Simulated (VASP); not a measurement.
# C: single point with LDA

C:

```
CELL_PARAMETERS angstrom
2.44481 0.00000 0.00000
-1.22240 2.11727 0.00000
0.00000 0.00000 20.31257
ATOMIC_POSITIONS crystal
C 0.00000 0.00000 0.91969
C 0.33333 0.66667 0.91966
C 0.00000 0.00000 0.74701
C 0.33333 0.66667 0.74698
C 0.66667 0.33333 0.25302
C 0.00000 0.00000 0.25299
C 0.66667 0.33333 0.08034
C 0.00000 0.00000 0.08031
C 0.33333 0.66667 0.58635
C 0.66667 0.33333 0.58633
C 0.33333 0.66667 0.41367
C 0.66667 0.33333 0.41365
```

* Program: VASP 6.6.1
* Task: single point
* Functional: LDA
* Potentials or basis: VASP PAW LDA potentials, release 64 (C)
* Cutoff: 520 eV
* k mesh: 18 × 18 × 2
* Occupations: gaussian, width 0.01 eV
* Spin: no spin polarisation
* Dipole correction: no
* Further INCAR settings: ALGO = Normal; EDIFF = 1e-06; NBANDS = 36

| Item | Value |
| --- | --- |
| Pressure | 0.9 GPa |
| Largest force | 0.004 eV/Å |

Forces on the atoms (eV/Å):
```
C    0.000  0.000  0.000
C    0.000  0.000 -0.004
C    0.000  0.000  0.004
C    0.000  0.000  0.000
C    0.000  0.000  0.000
C    0.000  0.000 -0.004
C    0.000  0.000  0.004
C    0.000  0.000  0.000
C    0.000  0.000  0.000
C    0.000  0.000 -0.004
C    0.000  0.000  0.004
C    0.000  0.000  0.000
```

Stress tensor (GPa, compression positive):
```
1.18 0.00 0.00
0.00 1.18 0.00
0.00 0.00 0.44
```

It took 4 min on 1 thread of Intel Xeon 8259CL (shared host), peak memory 0.3 GiB.
